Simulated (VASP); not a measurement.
A run of VASP 6.6.1 is set up as follows.

File INCAR:

```
SYSTEM = Ti2C
PREC = Accurate
ENCUT = 520
EDIFF = 1E-6
ISMEAR = 0
SIGMA = 0.1
LREAL = .FALSE.
LASPH = .TRUE.
NELM = 80
ALGO = Normal
ISIF = 2
LWAVE = .FALSE.
LCHARG = .FALSE.
GGA = PS
NBANDS = 68
```

Contents of KPOINTS:

```
regular mesh
0
G
  8 8 8
  0 0 0
```

Contents of POSCAR:

```
Ti2C
1.0
    0.0000000000      4.4125534878      4.4125534878
    4.4125534878      0.0000000000      4.4125534878
    4.4125534878      4.4125534878      0.0000000000
Ti C
8 4
Direct
    0.8477320290      0.3840893237      0.3840893237
    0.3840893237      0.3840893237      0.3840893237
    0.3840893237      0.3840893237      0.8477320290
    0.8659106763      0.4022679710      0.8659106763
    0.8659106763      0.8659106763      0.8659106763
    0.4022679710      0.8659106763      0.8659106763
    0.8659106763      0.8659106763      0.4022679710
    0.3840893237      0.8477320290      0.3840893237
    0.6250000000      0.6250000000      0.6250000000
    0.1250000000      0.6250000000      0.6250000000
    0.6250000000      0.6250000000      0.1250000000
    0.6250000000      0.1250000000      0.6250000000
```

Potentials or basis: VASP PAW PBE potentials, release 64 (Ti_sv, C).

The run is started by

```sh
$ cat potpaw_PBE.64/Ti_sv/POTCAR potpaw_PBE.64/C/POTCAR > POTCAR
$ mpirun -np 1 vasp_std > vasp.out
```

Problem. What does it give for the pressure?

Solution. -11.4 GPa.

Problem. Predict the band gap on the k mesh.

Solution. Zero (bands 56 and 57 overlap by 0.37 eV).

Problem. Predict the largest force.

Solution. 0.023 eV/Å.

Forces in eV/Å, atoms in the order of the input:
```
Ti  -0.014  0.014  0.014
Ti  -0.014 -0.014 -0.014
Ti   0.014  0.014 -0.014
Ti  -0.014  0.014 -0.014
Ti   0.014  0.014  0.014
Ti   0.014 -0.014 -0.014
Ti  -0.014 -0.014  0.014
Ti   0.014 -0.014  0.014
C    0.000  0.000  0.000
C    0.000  0.000  0.000
C    0.000  0.000  0.000
C    0.000  0.000  0.000
```

Caveat: the cell stands under tension; the PAW data sets were made with another functional, which shifts forces and pressure a little.
